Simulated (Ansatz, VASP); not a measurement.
**MnO2: VASP beside Ansatz**

The input INCAR:

```
SYSTEM = MnO2
ALGO     = Normal         ! electronic algorithm
EDIFF    = 1E-6           ! SCF threshold, eV
ENCUT    = 520            ! plane-wave cutoff, eV
GGA      = PS             ! functional
ISIF     = 2              ! what is computed and relaxed
ISMEAR   = -1             ! smearing method
ISPIN    = 2              ! spin polarisation
LASPH    = .TRUE.         ! aspherical terms in the spheres
LCHARG   = .FALSE.        ! write CHGCAR
LMAXMIX  = 4              ! l up to which the mixer works
LORBIT   = 11             ! projections on sites
LREAL    = .FALSE.        ! projectors in reciprocal space
LWAVE    = .FALSE.        ! write WAVECAR
MAGMOM   = 4 0 0          ! initial moments
NBANDS   = 24             ! bands
NELM     = 150            ! most SCF steps
PREC     = Accurate       ! precision mode
SIGMA    = 0.05           ! smearing width, eV
```

Contents of KPOINTS:

```
k-points
0
G
  11 11 6
  0 0 0
```

The input POSCAR:

```
MnO2
1.0
    2.8754964680      0.0000000000      0.0000000000
   -1.4377482340      2.4902529899      0.0000000000
    0.0000000000      0.0000000000      4.6318476229
Mn O
1 2
Direct
    0.0000000000      0.0000000000      0.5000000000
    0.3333333333      0.6666666667      0.7062925700
    0.6666666667      0.3333333333      0.2937074300
```

Contents of input.yaml:

```yaml
crystal:
  lattice:
    - [2.875496468, 0.0, 0.0]
    - [-1.437748234, 2.4902529899, 0.0]
    - [0.0, 0.0, 4.6318476229]
  atoms:
    - { symbol: Mn, position: [0.0, 0.0, 0.5], spin: 4.0 }
    - { symbol: O, position: [0.3333333333, 0.6666666667, 0.70629257] }
    - { symbol: O, position: [0.6666666667, 0.3333333333, 0.29370743] }
kpoints:
  mp_grid: { grid: [11, 11, 6] }
scf:
  occupations: { method: fermi_dirac, width: 0.05 }
hamiltonian:
  xc: pbesol
  pseudopotentials: { kind: all_electron, lapw: { basis_error: 0.001 } }
magnetization:
  spin_polarized: true
output:
  forces: true
  stress: true
  eigenvalues: true
```

Change from the starting cell: volume scaled by 1.02.

Alike in both runs: task single point; functional PBEsol; k mesh 11 × 11 × 6; occupations fermi-dirac, width 0.05 eV; collinear spin.

```csv
,VASP,Ansatz
version,VASP 6.6.1,Ansatz 0.2.0
potentials or method,"VASP PAW PBE potentials, release 64 (Mn_pv, O), cutoff 520 eV","all-electron LAPW, scalar-relativistic"
```

```csv
,VASP,Ansatz,Ansatz less VASP
gap on the k mesh at the Fermi level (eV),0.77,0.82,+0.049
least direct gap on the mesh (eV),0.83,0.88,+0.050
pressure (GPa),-5.0,-5.8,-0.80
"traceless stress, the component that is largest in VASP (GPa)",2.22,2.63,+0.411
rms of the force components (eV/Å),0.168,0.204,+0.0359
net moment per atom (μB),1.00,1.00,0.000
size of the moment on the site where the two differ most (μB),2.85,2.74,-0.111
```

VASP's potentials were made for PBE, not for PBEsol. Site moments also hang on the region over which each program counts them. Atom by atom the forces differ by 0.036 eV/Å (rms over components). Ansatz ran all-electron here, and VASP with PAW potentials.
